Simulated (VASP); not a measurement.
# Ge in VASP: further runs

Runs on Ge. Level: PBE+D3(BJ). Tasks: single point.

Everything below comes from runs of VASP 6.6.1. Logs are shortened: lines on timing, memory, paths and dates and some standing lists are left out, and cuts for length are marked.

## Step 1: The cell of the first run

The cell holds a slab with vacuum, 4 atoms: a = 4.023 Å, b = 4.023 Å, c = 18.869 Å, α = 90.00°, β = 90.00°, γ = 120.00°.

## Step 2: Single point, PBE+D3(BJ) (layers slid over each other)

Input file INCAR:

```
SYSTEM = Ge
PREC = Accurate
ENCUT = 520
EDIFF = 1E-7
ISMEAR = 0
SIGMA = 0.1
LREAL = .False.
LASPH = .True.
NELM = 80
ALGO = Normal
ISIF = 2
LWAVE = .False.
LCHARG = .False.
LDIPOL = .True.
IDIPOL = 3
DIPOL = 0.5 0.5 0.368
GGA = PE
IVDW = 12
NBANDS = 36
```

Input file KPOINTS:

```
regular mesh
0
Gamma
  9 9 1
  0 0 0
```

Input file POSCAR:

```
Ge
1.0
    4.0226895460      0.0000000000      0.0000000000
   -2.0113447730      3.4837513384      0.0000000000
    0.0000000000      0.0000000000     18.8685220369
Ge
4
Direct
    0.3333333333      0.6666666667      0.2747571330
    0.6666666667      0.3333333333      0.2384924474
    0.3333333333      0.6666666667      0.4965159443
    0.6666666667      0.3333333333      0.4602512588
```

Potentials or basis: VASP PAW PBE potentials, release 64 (Ge_d).

Command:

```
cat potpaw_PBE.64/Ge_d/POTCAR > POTCAR
mpirun -np 1 vasp_std > vasp.out
```

OUTCAR:

```text
SYSTEM = Ge
   PREC = Accurate
   ENCUT = 520
   EDIFF = 1E-7
   ISMEAR = 0
   LREAL = .False.
   LASPH = .True.
   NELM = 80
   ISIF = 2
   GGA = PE
   IVDW = 12
 IVDW          = 12

 ion  position               nearest neighbor table
   1  0.333  0.667  0.275-   2 2.42   2 2.42   2 2.42
   2  0.667  0.333  0.238-   1 2.42   1 2.42   1 2.42
   3  0.333  0.667  0.497-   4 2.42   4 2.42   4 2.42
   4  0.667  0.333  0.460-   3 2.42   3 2.42   3 2.42

  LATTYP: Found a hexagonal cell.
 ALAT       =     4.0226895460
 C/A-ratio  =     4.6905240440

  Lattice vectors:

 A1 = (   4.0226895460,   0.0000000000,   0.0000000000)
 A2 = (  -2.0113447730,   3.4837513384,   0.0000000000)
 A3 = (   0.0000000000,   0.0000000000,  18.8685220369)

Analysis of symmetry for initial positions (statically):
=====================================================================
 Subroutine PRICEL returns:
 Original cell was already a primitive cell.

 Routine SETGRP: Setting up the symmetry group for a
 hexagonal supercell.

 Subroutine GETGRP returns: Found 12 space group operations
 (whereof  6 operations were pure point group operations)
 out of a pool of 24 trial point group operations.

The static configuration has the point symmetry C_3v.
 The point group associated with its full space group is D_3d.

Analysis of symmetry for dynamics (positions and initial velocities):
=====================================================================
 Subroutine PRICEL returns:
 Original cell was already a primitive cell.

 Routine SETGRP: Setting up the symmetry group for a
 hexagonal supercell.

 Subroutine GETGRP returns: Found 12 space group operations
 (whereof  6 operations were pure point group operations)
 out of a pool of 24 trial point group operations.

The dynamic configuration has the point symmetry C_3v.
 The point group associated with its full space group is D_3d.

 Subroutine INISYM returns: Found 12 space group operations
 (whereof  6 operations are pure point group operations),
 and found     1 'primitive' translations

----------------------------------------------------------------------------------------

                                     Primitive cell

  volume of cell :     264.4244

  direct lattice vectors                    reciprocal lattice vectors
     4.022689546  0.000000000  0.000000000     0.248589902  0.143523447  0.000000000
    -2.011344773  3.483751338  0.000000000     0.000000000  0.287046894  0.000000000
     0.000000000  0.000000000 18.868522037     0.000000000  0.000000000  0.052998322

  length of vectors
     4.022689546  4.022689546 18.868522037     0.287046894  0.287046894  0.052998322

  position of ions in fractional coordinates (direct lattice)
     0.333333333  0.666666667  0.274757133
     0.666666667  0.333333333  0.238492447
     0.333333333  0.666666667  0.496515944
     0.666666667  0.333333333  0.460251259

  ion indices of the primitive-cell ions
   primitive index   ion index
                 1           1
                 2           2
                 3           3
                 4           4

----------------------------------------------------------------------------------------

 KPOINTS: regular mesh

Automatic generation of k-mesh.
 Grid dimensions read from file:
 generate k-points for:    9    9    1

 Generating k-lattice:

  Cartesian coordinates                     Fractional coordinates (reciprocal lattice)
     0.027621100  0.015947050  0.000000000     0.111111111  0.000000000  0.000000000
     0.000000000  0.031894099  0.000000000     0.000000000  0.111111111  0.000000000
     0.000000000  0.000000000  0.052998322     0.000000000  0.000000000  1.000000000

  Length of vectors
     0.031894099  0.031894099  0.052998322

  Shift w.r.t. Gamma in fractional coordinates (k-lattice)
     0.000000000  0.000000000  0.000000000

 Subroutine IBZKPT returns following result:
 ===========================================

 Found     12 irreducible k-points:

 Following reciprocal coordinates:
            Coordinates               Weight
  0.000000  0.000000  0.000000      1.000000
  0.111111  0.000000  0.000000      6.000000
  0.222222  0.000000  0.000000      6.000000
  0.333333  0.000000  0.000000      6.000000
  0.444444  0.000000  0.000000      6.000000
  0.111111  0.111111  0.000000      6.000000
  0.222222  0.111111  0.000000     12.000000
  0.333333  0.111111  0.000000     12.000000
  0.444444  0.111111  0.000000      6.000000
  0.222222  0.222222  0.000000      6.000000
  0.333333  0.222222  0.000000     12.000000
  0.333333  0.333333  0.000000      2.000000
   k-points           NKPTS =     12   k-points in BZ     NKDIM =     12   number of bands    NBANDS=     36
   number of dos      NEDOS =    301   number of ions     NIONS =      4
   total plane-waves  NPLWV = 126000
   dimension x,y,z NGX =    30 NGY =   30 NGZ =  140
   dimension x,y,z NGXF=    60 NGYF=   60 NGZF=  280
   ions per type =               4
   NGX,Y,Z   is equivalent  to a cutoff of  12.40, 12.40, 12.34 a.u.
   NGXF,Y,Z  is equivalent  to a cutoff of  24.80, 24.80, 24.67 a.u.
 SYSTEM =  Ge
   PREC   = accura    normal or accurate (medium, high low for compatibility)
   ISTART =      0    job   : 0-new  1-cont  2-samecut
   ICHARG =      2    charge: 1-file 2-atom 10-const
   ISPIN  =      1    spin polarized calculation?
   LNONCOLLINEAR =      F non collinear calculations
   LSORBIT =      F    spin-orbit coupling
   LASPH  =      T    aspherical Exc in radial PAW
   ENCUT  =  520.0 eV  38.22 Ry    6.18 a.u.   7.48  7.48 35.08*2*pi/ulx,y,z
   NELM   =     80;   NELMIN=  2; NELMDL= -5     # of ELM steps
   EDIFF  = 0.1E-06   stopping-criterion for ELM
   LREAL  =      F    real-space projection
   EDIFFG = 0.1E-05   stopping-criterion for IOM
   NSW    =      0    number of steps for IOM
   IBRION =     -1    ionic relax: 0-MD 1-quasi-New 2-CG
   NFREE  =      0    steps in history (QN), initial steepest desc. (CG)
   ISIF   =      2    stress and relaxation
   ISYM   =      2    0-nonsym 1-usesym 2-fastsym
   POTIM  = 0.5000    time-step for ionic-motion
   TEBEG  =    0.0;   TEEND  =   0.0 temperature during run
   PSTRESS=    0.0 pullay stress
   NELECT =      56.0000    total number of electrons
   NUPDOWN=      -1.0000    fix difference up-down
   EMIN   =  10.00;   EMAX   =-10.00  energy-range for DOS
   EFERMI =   0.00;   METHOD = LEGACY
   ISMEAR =     0;   SIGMA  =   0.10  broadening in eV -4-tet -1-fermi 0-gaus
   EFERMI_NEDOS =   21; number of points for ismear=-14 and -15
   IALGO  =     38    algorithm
   IMIX   =      4    mixing-type and parameters
     AMIX     =   0.40;   BMIX     =  1.00
     AMIX_MAG =   1.60;   BMIX_MAG =  1.00
  volume/ion in A,a.u.               =      66.11       446.11
  Fermi-wavevector in a.u.,A,eV,Ry     =   0.975821  1.844035 12.955840  0.952227
  Thomas-Fermi vector in A             =   2.106391
   LORBIT       =      0    0 simple, 1 ext, 2 COOP (PROOUT), +10 PAW based schemes
   GGA     = PE    functional components
   LHFCALC =     F    Hartree Fock is set to
   AEXX    =    0.0000 exact exchange contribution
   IVDW    =    12    specifies the selected vdW correction
   LEPSILON=     F    determine dielectric tensor
   LRPA    =     F    only Hartree local field effects (RPA)
 non-spin polarized calculation
 Gauss-broadening in eV      SIGMA  =   0.10
  energy-cutoff  :      520.00
  volume of cell :      264.42
 maximum number of plane-waves:      7165
 NGX is ok and might be reduce to    30
   NGX = 15   NGY = 15   NGZ = 71

 dipolmoment           0.000000      0.000000      0.000000 electrons x Angstroem

 number of electron      55.9999998 magnetization

 dipolmoment           0.000000      0.000000     -0.000000 electrons x Angstroem

 Free energy of the ion-electron system (eV)
  ---------------------------------------------------
  ext. energy  EPLUGINS =         0.00000000
  ---------------------------------------------------
  free energy    TOTEN  =       -16.14016558 eV

  energy without entropy =      -16.13730858  energy(sigma->0) =      -16.13873708

 E-fermi :  -1.3979     XC(G=0):  -4.3508

 val. band max:       -1.5317164969   @ k =   0.3333   0.2222   0.0000
 cond. band min:      -1.2667131115   @ k =   0.4444   0.1111   0.0000
 fundamental gap:      0.2650033854
 Fermi energy:        -1.3978798053

 k-point     1 :       0.0000    0.0000    0.0000
  band No.  band energies     occupation
      1     -25.8974      2.00000
      2     -25.8974      2.00000
      3     -25.8973      2.00000
      4     -25.8973      2.00000
      5     -25.8604      2.00000
      6     -25.8595      2.00000
[... 28 lines left out ...]
     35       2.5898      0.00000
     36       2.5898      0.00000

 k-point     2 :       0.1111    0.0000    0.0000
  band No.  band energies     occupation
      1     -25.9033      2.00000
      2     -25.9031      2.00000
      3     -25.9013      2.00000
      4     -25.9010      2.00000
      5     -25.8680      2.00000
      6     -25.8671      2.00000
[... 28 lines left out ...]
     35       2.9491      0.00000
     36       3.0857      0.00000

 k-point     3 :       0.2222    0.0000    0.0000
  band No.  band energies     occupation
      1     -25.9127      2.00000
      2     -25.9123      2.00000
      3     -25.9081      2.00000
      4     -25.9077      2.00000
      5     -25.8780      2.00000
      6     -25.8769      2.00000
[... 28 lines left out ...]
     35       3.7196      0.00000
     36       4.1007      0.00000
[... 274 lines left out ...]
 k-point    11 :       0.3333    0.2222    0.0000
  band No.  band energies     occupation
      1     -25.9323      2.00000
      2     -25.9322      2.00000
      3     -25.9113      2.00000
      4     -25.9110      2.00000
      5     -25.8969      2.00000
      6     -25.8964      2.00000
[... 28 lines left out ...]
     35       4.4366      0.00000
     36       5.3929      0.00000

 k-point    12 :       0.3333    0.3333    0.0000
  band No.  band energies     occupation
      1     -25.9369      2.00000
      2     -25.9367      2.00000
      3     -25.9111      2.00000
      4     -25.9111      2.00000
      5     -25.8975      2.00000
      6     -25.8974      2.00000
[... 28 lines left out ...]
     35       5.0213      0.00000
     36       5.0213      0.00000

------------------------ aborting loop because EDIFF is reached ----------------------------------------

 vacuum level on the upper side and lower side of the slab       (xc-potential included)        -0.090        -0.090

 Edisp (eV)   -0.85099

 E8    (eV) :    -0.3927

  FORCE on cell =-STRESS in cart. coord.  units (eV):
  Direction    XX          YY          ZZ          XY          YZ          ZX
  --------------------------------------------------------------------------------------
  -------------------------------------------------------------------------------------
  Total      -0.22002    -0.22002     0.02051     0.00000    -0.00000    -0.00000
  in kB      -1.33310    -1.33310     0.12428     0.00000    -0.00000    -0.00000
  external pressure =       -0.85 kB  Pullay stress =        0.00 kB

 VOLUME and BASIS-vectors are now :
 -----------------------------------------------------------------------------
  energy-cutoff  :      520.00
  volume of cell :      264.42
      direct lattice vectors                 reciprocal lattice vectors
     4.022689546  0.000000000  0.000000000     0.248589902  0.143523447  0.000000000
    -2.011344773  3.483751338  0.000000000     0.000000000  0.287046894  0.000000000
     0.000000000  0.000000000 18.868522037     0.000000000  0.000000000  0.052998322

 POSITION                                       TOTAL-FORCE (eV/Angst)
 -----------------------------------------------------------------------------------
     -0.00000      2.32250      5.18426         0.000000      0.000000      0.100389
      2.01134      1.16125      4.50000        -0.000000      0.000000     -0.085566
     -0.00000      2.32250      9.36852         0.000000     -0.000000      0.085566
      2.01134      1.16125      8.68426         0.000000     -0.000000     -0.100389
 -----------------------------------------------------------------------------------
    total drift:                               -0.000000     -0.000001      0.000480

  FREE ENERGIE OF THE ION-ELECTRON SYSTEM (eV)
  ---------------------------------------------------
  free  energy   TOTEN  =       -16.9911597691 eV

  energy  without entropy=      -16.9883027693  energy(sigma->0) =      -16.98973127

 vacuum level on the upper side and lower side of the slab         3.096         3.096
```

Wall time 98 s (1 thread of Intel Xeon 6975P-C (Granite Rapids), shared host); peak memory 0.37 GiB.

What came out:

```
Free energy                : -16.9912 eV
Largest force              : 0.100 eV/Å
Band gap on the k mesh     : 0.27 eV (least direct gap 0.29 eV)
Dispersion energy per atom : -0.213 eV
```

Forces in eV/Å, atoms in the order of the input:
```
Ge   0.000  0.000  0.100
Ge   0.000  0.000 -0.086
Ge   0.000  0.000  0.086
Ge   0.000  0.000 -0.100
```

Levels at points of the mesh, in eV from the valence-band top:
```
           k point  band 24  band 25  band 26  band 27  band 28  band 29  band 30  band 31  band 32  band 33
(0.00, 0.00, 0.00)    -2.87    -0.37    -0.37    -0.25    -0.25     0.65     0.74     2.30     3.66     3.97
```

Caveat: the cell differs from its parent crystal (layers slid over each other).

## Step 3: Single point, PBE+D3(BJ) (layers slid over each other)

Input file INCAR:

```
PREC     = Accurate       # precision mode
ENCUT    = 520            # plane-wave cutoff, eV
EDIFF    = 1E-6           # SCF threshold, eV
ISMEAR   = 0              # smearing method
SIGMA    = 0.1            # smearing width, eV
LREAL    = F              # projectors in reciprocal space
LASPH    = T              # aspherical terms in the spheres
NELM     = 80             # most SCF steps
ALGO     = Normal         # electronic algorithm
ISIF     = 2              # what is computed and relaxed
LWAVE    = F              # write WAVECAR
LCHARG   = T              # write CHGCAR
LDIPOL   = T            
IDIPOL   = 3            
DIPOL    = 0.5 0.5 0.381
GGA      = PE             # functional
IVDW     = 12             # dispersion correction
LELF     = T              # ELF
LVHAR    = T            
LVACPOTAV= T            
NBANDS   = 36             # bands
```

Input file KPOINTS:

```
Automatic mesh
0
Gamma
  9 9 1
```

Changes to POSCAR since step 2:

```diff
@@ -10,3 +10,3 @@
     0.6666666667      0.3333333333      0.2384924474
-    0.3333333333      0.6666666667      0.4965159443
-    0.6666666667      0.3333333333      0.4602512588
+    0.3333333333      0.6666666667      0.5240750716
+    0.6666666667      0.3333333333      0.4878103860
```

Potentials or basis: VASP PAW PBE potentials, release 64 (Ge_d).

Command:

```
cat potpaw_PBE.64/Ge_d/POTCAR > POTCAR
mpirun -np 1 vasp_std > vasp.out
```

OUTCAR:

```text
PREC = Accurate
   ENCUT = 520
   EDIFF = 1E-6
   ISMEAR = 0
   LREAL = F
   LASPH = T
   NELM = 80
   ISIF = 2
   GGA = PE
   IVDW = 12
 IVDW          = 12

 ion  position               nearest neighbor table
   1  0.333  0.667  0.275-   2 2.42   2 2.42   2 2.42
   2  0.667  0.333  0.238-   1 2.42   1 2.42   1 2.42
   3  0.333  0.667  0.524-   4 2.42   4 2.42   4 2.42
   4  0.667  0.333  0.488-   3 2.42   3 2.42   3 2.42

  LATTYP: Found a hexagonal cell.
 ALAT       =     4.0226895460
 C/A-ratio  =     4.6905240440

  Lattice vectors:

 A1 = (   4.0226895460,   0.0000000000,   0.0000000000)
 A2 = (  -2.0113447730,   3.4837513384,   0.0000000000)
 A3 = (   0.0000000000,   0.0000000000,  18.8685220369)

Analysis of symmetry for initial positions (statically):
=====================================================================
 Subroutine PRICEL returns:
 Original cell was already a primitive cell.

 Routine SETGRP: Setting up the symmetry group for a
 hexagonal supercell.

 Subroutine GETGRP returns: Found 12 space group operations
 (whereof  6 operations were pure point group operations)
 out of a pool of 24 trial point group operations.

The static configuration has the point symmetry C_3v.
[... 162 lines left out ...]
 cond. band min:      -1.0620569969   @ k =   0.3333   0.3333   0.0000
 fundamental gap:      0.5839028924
 Fermi energy:        -1.3541271368

 k-point     1 :       0.0000    0.0000    0.0000
  band No.  band energies     occupation
      1     -25.8540      2.00000
      2     -25.8540      2.00000
      3     -25.8539      2.00000
      4     -25.8539      2.00000
      5     -25.8035      2.00000
      6     -25.8035      2.00000
[... 457 lines left out ...]
     35       5.0393      0.00000
     36       5.0393      0.00000

------------------------ aborting loop because EDIFF is reached ----------------------------------------

 Edisp (eV)   -0.78541

 E8    (eV) :    -0.3601

  FORCE on cell =-STRESS in cart. coord.  units (eV):
  Direction    XX          YY          ZZ          XY          YZ          ZX
  --------------------------------------------------------------------------------------
  -------------------------------------------------------------------------------------
  Total      -0.23949    -0.23949    -0.49899     0.00000     0.00000     0.00000
  in kB      -1.45111    -1.45111    -3.02342     0.00000     0.00000     0.00000
  external pressure =       -1.98 kB  Pullay stress =        0.00 kB

 VOLUME and BASIS-vectors are now :
 -----------------------------------------------------------------------------
  energy-cutoff  :      520.00
  volume of cell :      264.42
      direct lattice vectors                 reciprocal lattice vectors
     4.022689546  0.000000000  0.000000000     0.248589902  0.143523447  0.000000000
    -2.011344773  3.483751338  0.000000000     0.000000000  0.287046894  0.000000000
     0.000000000  0.000000000 18.868522037     0.000000000  0.000000000  0.052998322

 POSITION                                       TOTAL-FORCE (eV/Angst)
 -----------------------------------------------------------------------------------
     -0.00000      2.32250      5.18426         0.000000     -0.000000      0.102821
      2.01134      1.16125      4.50000         0.000000      0.000000      0.005212
     -0.00000      2.32250      9.88852         0.000000     -0.000000     -0.005212
      2.01134      1.16125      9.20426        -0.000000     -0.000000     -0.102821
 -----------------------------------------------------------------------------------
    total drift:                               -0.000001     -0.000001      0.001087

  FREE ENERGIE OF THE ION-ELECTRON SYSTEM (eV)
  ---------------------------------------------------
  free  energy   TOTEN  =       -16.9542785974 eV

  energy  without entropy=      -16.9542774755  energy(sigma->0) =      -16.95427804

 vacuum level on the upper side and lower side of the slab         3.141         3.141
```

OSZICAR:

```text
N       E                     dE             d eps       ncg     rms          rms(c)
DAV:   1     0.494315073257E+03    0.49432E+03   -0.29695E+04  1012   0.269E+03
DAV:   2     0.634745760271E+02   -0.43084E+03   -0.42176E+03   976   0.695E+02
DAV:   3    -0.123643369618E+02   -0.75839E+02   -0.75226E+02  1188   0.191E+02
[... 12 lines left out ...]
DAV:  16    -0.161687958790E+02   -0.14688E-03   -0.17622E-05   880   0.142E-01    0.192E-03
DAV:  17    -0.161688427474E+02   -0.46868E-04   -0.15011E-05  1192   0.577E-02    0.215E-03
DAV:  18    -0.161688505036E+02   -0.77562E-05   -0.85220E-07   700   0.193E-02    0.163E-03
DAV:  19    -0.161688636697E+02   -0.13166E-04   -0.13794E-06   660   0.430E-02    0.829E-04
DAV:  20    -0.161688643903E+02   -0.72060E-06   -0.26635E-07   700   0.283E-02
   1 F= -.16954279E+02 E0= -.16954278E+02  d E =-.112198E-05
```

Run time: 90 s. Hardware: 1 thread of Intel Xeon 6975P-C (Granite Rapids), shared host; peak memory 0.38 GiB.

Results:

- Free energy: -16.9543 eV
- Largest force: 0.103 eV/Å
- Band gap on the k mesh: 0.58 eV
- Dispersion energy per atom: -0.196 eV

Forces on the atoms (eV/Å):
```
Ge   0.000  0.000  0.103
Ge   0.000  0.000  0.005
Ge   0.000  0.000 -0.005
Ge   0.000  0.000 -0.103
```

Caveat: the cell differs from its parent crystal (layers slid over each other).

[end of part 1 of 2]
